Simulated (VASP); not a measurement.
## Cr: single point with PBE

The system is Cr.

```xyz
1
Lattice="-1.4243 1.4243 1.4243 1.4243 -1.4243 1.4243 1.4243 1.4243 -1.4243" Properties=species:S:1:pos:R:3 pbc="T T T"
Cr    0.0000    0.0000    0.0000
```

- Program: VASP 6.6.1
- Task: single point
- Functional: PBE
- Potentials or basis: VASP PAW PBE potentials, release 64 (Cr_pv)
- Cutoff: 500 eV
- k mesh: 8 × 8 × 8
- Occupations: fermi-dirac, width 0.1 eV
- Spin: no spin polarisation
- Dipole correction: no
- Further INCAR settings: ALGO = Normal; EDIFF = 1e-06; NBANDS = 12

- Pressure: -0.2 GPa
- Band gap on the k mesh: zero (band 6 reaches 13.38 eV, above the bottom of band 7 at 10.04 eV)

Levels at points of the mesh, in eV from the Fermi level:
```
           k point  band 2  band 3  band 4  band 5  band 6  band 7  band 8  band 9  band 10  band 11
(0.00, 0.00, 0.00)  -42.61  -42.61   -7.71   -0.79   -0.79   -0.79    1.26    1.26     7.21    22.44
(0.50, 0.00, 0.00)  -42.90  -42.62   -4.30   -2.33    1.25    1.26    1.60    2.95     7.20    10.04
(0.50, 0.50, 0.50)  -43.24  -43.24   -4.18   -4.18    2.56    2.56    2.56    7.21    10.74    10.74
```

It took 9.5 s on 1 thread of AMD EPYC 7R13 (shared host), peak memory 0.09 GiB.

Caveat: the k points lie up to 0.39 Å⁻¹ apart; the run has no spin polarisation, though such a crystal can be magnetic. Spin polarisation is off, so any magnetic state and its effect on volume and gap are missing.
